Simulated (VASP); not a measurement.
# BN (P3m1) in VASP: notebook

BN is run at these levels: PBE; tasks: single point.

Program: VASP 6.6.1. These are calculated values, not measurements. Logs are shortened: lines on timing, memory, paths and dates and some standing lists are left out, and cuts for length are marked.

## (1) The cell of the first run

It takes space group P3m1 (No. 156, trigonal). The conventional cell has a = 2.554 Å, b = 2.554 Å, c = 4.227 Å, α = 90.00°, β = 90.00°, γ = 120.00°. Within 1.8 Å of B (site symmetry 3m) lie 4 N at 1.38 to 1.65 Å. B (site symmetry 3m) has 4 N at 1.57 to 1.58 Å within 2.1 Å. Within 1.8 Å of N (site symmetry 3m) lie 4 B at 1.38 to 1.57 Å. Within 2.1 Å of N (site symmetry 3m) lie 4 B at 1.58 to 1.65 Å.

## (2) Single point, PBE (atom 1 (B) moved -0.200 Å along Cartesian [0 0 1])

INCAR reads:

```
SYSTEM = BN
PREC = Accurate ; ENCUT = 520
EDIFF = 1E-6 ; ISMEAR = 0
SIGMA = 0.05 ; LREAL = .FALSE.
LASPH = .TRUE. ; NELM = 60
ALGO = Normal ; ISIF = 2
LWAVE = .FALSE. ; LCHARG = .FALSE.
GGA = PE ; NBANDS = 16
```

KPOINTS reads:

```
Automatic mesh
0
G
  12 12 6
  0 0 0
```

POSCAR reads:

```
BN
1.0
    2.5539396017      0.0000000000      0.0000000000
   -1.2769698009      2.2117765748      0.0000000000
    0.0000000000      0.0000000000      4.2268550000
B N
2 2
Direct
    0.6666666667      0.3333333333      0.9524074964
    0.3333333333      0.6666666667      0.4997240000
    0.6666666667      0.3333333333      0.6252760000
    0.3333333333      0.6666666667      0.1252760000
```

Potentials or basis: VASP PAW PBE potentials, release 64 (B, N).

On the command line:

```bash
$ cat potpaw_PBE.64/B/POTCAR potpaw_PBE.64/N/POTCAR > POTCAR
$ mpirun -np 1 vasp_std > vasp.out
```

OUTCAR:

```text
SYSTEM = BN
   PREC = Accurate
   ENCUT = 520
   EDIFF = 1E-6
   ISMEAR = 0
   LREAL = .FALSE.
   LASPH = .TRUE.
   NELM = 60
   ISIF = 2
   GGA = PE

 ion  position               nearest neighbor table
   1  0.667  0.333  0.952-   3 1.38   4 1.65   4 1.65   4 1.65
   2  0.333  0.667  0.500-   3 1.57   3 1.57   3 1.57   4 1.58
   3  0.667  0.333  0.625-   1 1.38   2 1.57   2 1.57   2 1.57
   4  0.333  0.667  0.125-   2 1.58   1 1.65   1 1.65   1 1.65

  LATTYP: Found a hexagonal cell.
 ALAT       =     2.5539396017
 C/A-ratio  =     1.6550332659

  Lattice vectors:

 A1 = (   2.5539396017,   0.0000000000,   0.0000000000)
 A2 = (  -1.2769698009,   2.2117765748,   0.0000000000)
 A3 = (   0.0000000000,   0.0000000000,   4.2268550000)

Analysis of symmetry for initial positions (statically):
=====================================================================
 Subroutine PRICEL returns:
 Original cell was already a primitive cell.

 Routine SETGRP: Setting up the symmetry group for a
 hexagonal supercell.

 Subroutine GETGRP returns: Found  6 space group operations
 (whereof  6 operations were pure point group operations)
 out of a pool of 24 trial point group operations.

The static configuration has the point symmetry C_3v.

Analysis of symmetry for dynamics (positions and initial velocities):
=====================================================================
 Subroutine PRICEL returns:
 Original cell was already a primitive cell.

 Routine SETGRP: Setting up the symmetry group for a
 hexagonal supercell.

 Subroutine GETGRP returns: Found  6 space group operations
 (whereof  6 operations were pure point group operations)
 out of a pool of 24 trial point group operations.

The dynamic configuration has the point symmetry C_3v.

 Subroutine INISYM returns: Found  6 space group operations
 (whereof  6 operations are pure point group operations),
 and found     1 'primitive' translations

----------------------------------------------------------------------------------------

                                     Primitive cell

  volume of cell :      23.8764

  direct lattice vectors                    reciprocal lattice vectors
     2.553939602  0.000000000  0.000000000     0.391551938  0.226062617  0.000000000
    -1.276969801  2.211776575  0.000000000     0.000000000  0.452125233  0.000000000
     0.000000000  0.000000000  4.226855000     0.000000000  0.000000000  0.236582518

  length of vectors
     2.553939602  2.553939602  4.226855000     0.452125233  0.452125233  0.236582518
[... 89 lines left out ...]
   IBRION =     -1    ionic relax: 0-MD 1-quasi-New 2-CG
   NFREE  =      0    steps in history (QN), initial steepest desc. (CG)
   ISIF   =      2    stress and relaxation
   ISYM   =      2    0-nonsym 1-usesym 2-fastsym
   POTIM  = 0.5000    time-step for ionic-motion
   TEBEG  =    0.0;   TEEND  =   0.0 temperature during run
   PSTRESS=    0.0 pullay stress
   NELECT =      16.0000    total number of electrons
   NUPDOWN=      -1.0000    fix difference up-down
   EMIN   =  10.00;   EMAX   =-10.00  energy-range for DOS
   EFERMI =   0.00;   METHOD = LEGACY
   ISMEAR =     0;   SIGMA  =   0.05  broadening in eV -4-tet -1-fermi 0-gaus
   EFERMI_NEDOS =   21; number of points for ismear=-14 and -15
   IALGO  =     38    algorithm
   IMIX   =      4    mixing-type and parameters
     AMIX     =   0.40;   BMIX     =  1.00
     AMIX_MAG =   1.60;   BMIX_MAG =  1.00
  volume/ion in A,a.u.               =       5.97        40.28
  Fermi-wavevector in a.u.,A,eV,Ry     =   1.432600  2.707222 27.923836  2.052344
  Thomas-Fermi vector in A             =   2.552210
   LORBIT       =      0    0 simple, 1 ext, 2 COOP (PROOUT), +10 PAW based schemes
   GGA     = PE    functional components
   LHFCALC =     F    Hartree Fock is set to
   AEXX    =    0.0000 exact exchange contribution
   IVDW    =     0    specifies the selected vdW correction
   LEPSILON=     F    determine dielectric tensor
   LRPA    =     F    only Hartree local field effects (RPA)
 non-spin polarized calculation
 Gauss-broadening in eV      SIGMA  =   0.05
  energy-cutoff  :      520.00
  volume of cell :       23.88
 maximum number of plane-waves:       660
 NGX is ok and might be reduce to    20
   NGX =  9   NGY =  9   NGZ = 15

 number of electron      16.0000000 magnetization

 Free energy of the ion-electron system (eV)
  ---------------------------------------------------
  ext. energy  EPLUGINS =         0.00000000
  ---------------------------------------------------
  free energy    TOTEN  =       -33.97748461 eV

  energy without entropy =      -33.97748461  energy(sigma->0) =      -33.97748461

 E-fermi :   8.6597     XC(G=0): -12.7638

 val. band max:        8.4274555601   @ k =   0.0000   0.0000   0.0000
 cond. band min:      11.4975918127   @ k =   0.3333   0.3333   0.0000
 fundamental gap:      3.0701362525
 Fermi energy:         8.6596569380

 k-point     1 :       0.0000    0.0000    0.0000
  band No.  band energies     occupation
      1     -13.2264      2.00000
      2      -8.5536      2.00000
      3      -3.7218      2.00000
      4       4.8942      2.00000
      5       4.8942      2.00000
      6       6.0341      2.00000
[... 433 lines left out ...]
      3      -2.4124      2.00000
      4       2.6405      2.00000
      5       4.1135      2.00000
      6       4.9630      2.00000
[... 8 lines left out ...]
     15      20.4136      0.00000
     16      22.7674      0.00000

 [... further k-points ...]

------------------------ aborting loop because EDIFF is reached ----------------------------------------

  FORCE on cell =-STRESS in cart. coord.  units (eV):
  Direction    XX          YY          ZZ          XY          YZ          ZX
  --------------------------------------------------------------------------------------
  -------------------------------------------------------------------------------------
  Total        0.4583158      0.4583158      2.4436532     -0.0000000     -0.0000000      0.0000000
  in kB       30.7543260     30.7543260    163.9762420     -0.0000000     -0.0000000      0.0000000
  external PRESSURE =      75.1616313 kB  Pullay stress =       0.0000000 kB

 VOLUME and BASIS-vectors are now :
 -----------------------------------------------------------------------------
  energy-cutoff  :      520.00
  volume of cell :       23.88
      direct lattice vectors                 reciprocal lattice vectors
     2.553939602  0.000000000  0.000000000     0.391551938  0.226062617  0.000000000
    -1.276969801  2.211776575  0.000000000     0.000000000  0.452125233  0.000000000
     0.000000000  0.000000000  4.226855000     0.000000000  0.000000000  0.236582518

 POSITION                                       TOTAL-FORCE (eV/Angst)
 -----------------------------------------------------------------------------------
      1.27697      0.73726      4.02569        -0.000000      0.000000      9.498687
     -0.00000      1.47452      2.11226        -0.000000      0.000000     -2.367269
      1.27697      0.73726      2.64295        -0.000000      0.000000     -4.124403
     -0.00000      1.47452      0.52952         0.000000     -0.000000     -3.007016
 -----------------------------------------------------------------------------------
    total drift:                                0.000000      0.000000     -0.000258

  FREE ENERGIE OF THE ION-ELECTRON SYSTEM (eV)
  ---------------------------------------------------
  free  energy   TOTEN  =       -33.9774846124 eV

  energy  without entropy=      -33.9774846124  energy(sigma->0) =      -33.97748461
```

OSZICAR:

```text
N       E                     dE             d eps       ncg     rms          rms(c)
DAV:   1     0.381452553915E+02    0.38145E+02   -0.83658E+03  3208   0.973E+02
DAV:   2    -0.337501785842E+02   -0.71895E+02   -0.67352E+02  4528   0.228E+02
DAV:   3    -0.360391347301E+02   -0.22890E+01   -0.22829E+01  3712   0.376E+01
DAV:   4    -0.360451300415E+02   -0.59953E-02   -0.59947E-02  3936   0.217E+00
DAV:   5    -0.360451483525E+02   -0.18311E-04   -0.18311E-04  3664   0.111E-01    0.972E+00
DAV:   6    -0.341473823722E+02    0.18978E+01   -0.24003E+00  4152   0.142E+01    0.456E+00
DAV:   7    -0.340075652718E+02    0.13982E+00   -0.34106E-01  4208   0.480E+00    0.279E+00
DAV:   8    -0.339771233336E+02    0.30442E-01   -0.49620E-02  3888   0.188E+00    0.309E-01
DAV:   9    -0.339772749152E+02   -0.15158E-03   -0.20825E-03  3752   0.477E-01    0.135E-01
DAV:  10    -0.339774694617E+02   -0.19455E-03   -0.48467E-04  3952   0.179E-01    0.287E-02
DAV:  11    -0.339774775722E+02   -0.81105E-05   -0.24091E-05  4128   0.558E-02    0.114E-02
DAV:  12    -0.339774841420E+02   -0.65698E-05   -0.76101E-06  3560   0.246E-02    0.760E-03
DAV:  13    -0.339774846124E+02   -0.47040E-06   -0.48574E-07  2392   0.690E-03
   1 F= -.33977485E+02 E0= -.33977485E+02  d E =-.280844E-13
```

stdout:

```text
POSCAR found type information on POSCAR B N
 POSCAR found :  2 types and       4 ions
 scaLAPACK will be used
 LDA part: xc-table for (Slater+PW92), standard interpolation
 POSCAR, INCAR and KPOINTS ok, starting setup
 FFT: planning ... GRIDC
 FFT: planning ... GRID_SOFT
 FFT: planning ... GRID
 WAVECAR not read
 entering main loop
```

Run time: 19 s. Hardware: 1 thread of Intel Xeon Platinum 8488C (Sapphire Rapids), shared host; peak memory 0.15 GiB.

Results:

| Quantity | Value |
| --- | --- |
| Free energy | -33.9775 eV |
| Pressure | 7.5 GPa |
| Largest force | 9.499 eV/Å |
| Band gap on the k mesh | 3.07 eV (least direct gap 6.81 eV) |

Forces on the atoms (eV/Å):
```
B    0.000  0.000  9.499
B    0.000  0.000 -2.367
N    0.000  0.000 -4.124
N    0.000  0.000 -3.007
```

Caveat: the cell differs from its parent crystal (atom 1 (B) moved -0.200 Å along Cartesian [0 0 1]); the cell stands under pressure; forces of over 1 eV/Å act on the atoms, so gaps and moduli don't describe the material at rest.

## (3) Single point, PBE (atom 1 (B) moved +0.150 Å along Cartesian [0 0 1])

INCAR reads:

```
ALGO     = Normal         # electronic algorithm
EDIFF    = 1E-6           # SCF threshold, eV
ENCUT    = 520            # plane-wave cutoff, eV
GGA      = PE             # functional
ISIF     = 2              # what is computed and relaxed
ISMEAR   = 0              # smearing method
LASPH    = True           # aspherical terms in the spheres
LCHARG   = True           # write CHGCAR
LELF     = True           # ELF
LREAL    = False          # projectors in reciprocal space
LVHAR    = True         
LWAVE    = False          # write WAVECAR
NBANDS   = 16             # bands
NELM     = 60             # most SCF steps
PREC     = Accurate       # precision mode
SIGMA    = 0.05           # smearing width, eV
```

KPOINTS reads:

```
k-points
0
Gamma
  12 12 6
```

POSCAR, as its differences from that of step 2:

```diff
@@ -8,3 +8,3 @@
 Direct
-    0.6666666667      0.3333333333      0.9524074964
+    0.6666666667      0.3333333333      1.0352113777
     0.3333333333      0.6666666667      0.4997240000
```

Potentials or basis: VASP PAW PBE potentials, release 64 (B, N).

On the command line:

```bash
$ cat potpaw_PBE.64/B/POTCAR potpaw_PBE.64/N/POTCAR > POTCAR
$ mpirun -np 1 vasp_std > vasp.out
```

OUTCAR:

```text
EDIFF = 1E-6
   ENCUT = 520
   GGA = PE
   ISIF = 2
   ISMEAR = 0
   LASPH = True
   LREAL = False
   NELM = 60
   PREC = Accurate

 ion  position               nearest neighbor table
   1  0.667  0.333  0.035-   4 1.52   4 1.52   4 1.52   3 1.73
   2  0.333  0.667  0.500-   3 1.57   3 1.57   3 1.57   4 1.58
   3  0.667  0.333  0.625-   2 1.57   2 1.57   2 1.57   1 1.73
   4  0.333  0.667  0.125-   1 1.52   1 1.52   1 1.52   2 1.58

  LATTYP: Found a hexagonal cell.
 ALAT       =     2.5539396017
 C/A-ratio  =     1.6550332659

  Lattice vectors:

 A1 = (   2.5539396017,   0.0000000000,   0.0000000000)
 A2 = (  -1.2769698009,   2.2117765748,   0.0000000000)
 A3 = (   0.0000000000,   0.0000000000,   4.2268550000)

Analysis of symmetry for initial positions (statically):
=====================================================================
 Subroutine PRICEL returns:
 Original cell was already a primitive cell.

 Routine SETGRP: Setting up the symmetry group for a
 hexagonal supercell.

 Subroutine GETGRP returns: Found  6 space group operations
 (whereof  6 operations were pure point group operations)
 out of a pool of 24 trial point group operations.

The static configuration has the point symmetry C_3v.

Analysis of symmetry for dynamics (positions and initial velocities):
=====================================================================
 Subroutine PRICEL returns:
 Original cell was already a primitive cell.

 Routine SETGRP: Setting up the symmetry group for a
 hexagonal supercell.

 Subroutine GETGRP returns: Found  6 space group operations
 (whereof  6 operations were pure point group operations)
 out of a pool of 24 trial point group operations.

The dynamic configuration has the point symmetry C_3v.

 Subroutine INISYM returns: Found  6 space group operations
 (whereof  6 operations are pure point group operations),
 and found     1 'primitive' translations

[... 120 lines left out ...]
  Fermi-wavevector in a.u.,A,eV,Ry     =   1.432600  2.707222 27.923836  2.052344
  Thomas-Fermi vector in A             =   2.552210
   LORBIT       =      0    0 simple, 1 ext, 2 COOP (PROOUT), +10 PAW based schemes
   GGA     = PE    functional components
   LHFCALC =     F    Hartree Fock is set to
   AEXX    =    0.0000 exact exchange contribution
   IVDW    =     0    specifies the selected vdW correction
   LEPSILON=     F    determine dielectric tensor
   LRPA    =     F    only Hartree local field effects (RPA)
 non-spin polarized calculation
 Gauss-broadening in eV      SIGMA  =   0.05
  energy-cutoff  :      520.00
  volume of cell :       23.88
 maximum number of plane-waves:       660
 NGX is ok and might be reduce to    20
   NGX =  9   NGY =  9   NGZ = 15

 number of electron      16.0000000 magnetization

 Free energy of the ion-electron system (eV)
  ---------------------------------------------------
  ext. energy  EPLUGINS =         0.00000000
  ---------------------------------------------------
  free energy    TOTEN  =       -34.50720731 eV

  energy without entropy =      -34.50720731  energy(sigma->0) =      -34.50720731

 E-fermi :   8.0882     XC(G=0): -12.7543

 val. band max:        7.8329732826   @ k =   0.0000   0.0000   0.0000
 cond. band min:      13.2118453586   @ k =   0.5000   0.0000   0.5000
 fundamental gap:      5.3788720760
 Fermi energy:         8.0881566175

 k-point     1 :       0.0000    0.0000    0.0000
  band No.  band energies     occupation
      1     -13.0234      2.00000
      2      -8.6684      2.00000
      3      -3.2450      2.00000
      4       4.8185      2.00000
      5       4.8185      2.00000
      6       7.3561      2.00000
[... 433 lines left out ...]
      3      -1.8600      2.00000
      4       2.7056      2.00000
      5       3.9968      2.00000
      6       5.0432      2.00000
[... 8 lines left out ...]
     15      20.4562      0.00000
     16      22.4917      0.00000

 [... further k-points ...]

------------------------ aborting loop because EDIFF is reached ----------------------------------------

  FORCE on cell =-STRESS in cart. coord.  units (eV):
  Direction    XX          YY          ZZ          XY          YZ          ZX
  --------------------------------------------------------------------------------------
  -------------------------------------------------------------------------------------
  Total        0.4783217      0.4783217      0.7634573     -0.0000000      0.0000000     -0.0000000
  in kB       32.0967752     32.0967752     51.2302064     -0.0000000      0.0000000     -0.0000000
  external PRESSURE =      38.4745856 kB  Pullay stress =       0.0000000 kB

 VOLUME and BASIS-vectors are now :
 -----------------------------------------------------------------------------
  energy-cutoff  :      520.00
  volume of cell :       23.88
      direct lattice vectors                 reciprocal lattice vectors
     2.553939602  0.000000000  0.000000000     0.391551938  0.226062617  0.000000000
    -1.276969801  2.211776575  0.000000000     0.000000000  0.452125233  0.000000000
     0.000000000  0.000000000  4.226855000     0.000000000  0.000000000  0.236582518

 POSITION                                       TOTAL-FORCE (eV/Angst)
 -----------------------------------------------------------------------------------
      1.27697      0.73726      0.14883        -0.000000     -0.000000     -3.975372
     -0.00000      1.47452      2.11226         0.000000     -0.000000      1.715783
      1.27697      0.73726      2.64295         0.000000      0.000000      0.398316
     -0.00000      1.47452      0.52952         0.000000      0.000000      1.861273
 -----------------------------------------------------------------------------------
    total drift:                                0.000000     -0.000000     -0.000012

  FREE ENERGIE OF THE ION-ELECTRON SYSTEM (eV)
  ---------------------------------------------------
  free  energy   TOTEN  =       -34.5072073061 eV

  energy  without entropy=      -34.5072073061  energy(sigma->0) =      -34.50720731
```

OSZICAR:

```text
N       E                     dE             d eps       ncg     rms          rms(c)
DAV:   1     0.378150081165E+02    0.37815E+02   -0.83673E+03  3208   0.973E+02
DAV:   2    -0.342090466687E+02   -0.72024E+02   -0.67578E+02  4616   0.228E+02
DAV:   3    -0.364822401369E+02   -0.22732E+01   -0.22676E+01  3624   0.374E+01
DAV:   4    -0.364879222357E+02   -0.56821E-02   -0.56818E-02  3928   0.212E+00
DAV:   5    -0.364879382827E+02   -0.16047E-04   -0.16047E-04  3544   0.105E-01    0.955E+00
DAV:   6    -0.346708143631E+02    0.18171E+01   -0.23097E+00  3944   0.138E+01    0.451E+00
DAV:   7    -0.345358613841E+02    0.13495E+00   -0.32396E-01  4160   0.463E+00    0.276E+00
DAV:   8    -0.345075131037E+02    0.28348E-01   -0.53156E-02  3896   0.188E+00    0.261E-01
DAV:   9    -0.345069289985E+02    0.58411E-03   -0.20322E-03  3744   0.508E-01    0.135E-01
DAV:  10    -0.345071843492E+02   -0.25535E-03   -0.44416E-04  3928   0.172E-01    0.280E-02
DAV:  11    -0.345072015190E+02   -0.17170E-04   -0.25292E-05  4176   0.471E-02    0.124E-02
DAV:  12    -0.345072068471E+02   -0.53281E-05   -0.49731E-06  4048   0.216E-02    0.553E-03
DAV:  13    -0.345072073061E+02   -0.45905E-06   -0.46056E-07  2048   0.669E-03
   1 F= -.34507207E+02 E0= -.34507207E+02  d E =-.159086E-15
```

Run time: 19 s. Hardware: 1 thread of Intel Xeon Platinum 8488C (Sapphire Rapids), shared host; peak memory 0.15 GiB.

Results:

```
Free energy            : -34.5072 eV
Pressure               : 3.8 GPa
Largest force          : 3.975 eV/Å
Band gap on the k mesh : 5.38 eV (least direct gap 7.64 eV)
```

Forces on the atoms (eV/Å):
```
B    0.000  0.000 -3.975
B    0.000  0.000  1.716
N    0.000  0.000  0.398
N    0.000  0.000  1.861
```

Levels at points of the mesh, in eV from the valence-band top:
```
           k point  band 6  band 7  band 8  band 9  band 10  band 11
(0.00, 0.00, 0.00)   -0.48   -0.48    0.00    7.64     8.02     8.02
(0.50, 0.00, 0.00)   -5.81   -4.20   -2.73    6.13     7.65    10.85
(0.00, 0.00, 0.50)   -2.66   -1.01   -1.01    8.27     9.02     9.02
(0.50, 0.00, 0.50)   -4.04   -3.61   -2.96    5.38     6.36     8.93
```

Caveat: the cell differs from its parent crystal (atom 1 (B) moved +0.150 Å along Cartesian [0 0 1]); the cell stands under pressure; forces of over 1 eV/Å act on the atoms, so gaps and moduli don't describe the material at rest.

[end of part 1 of 2]
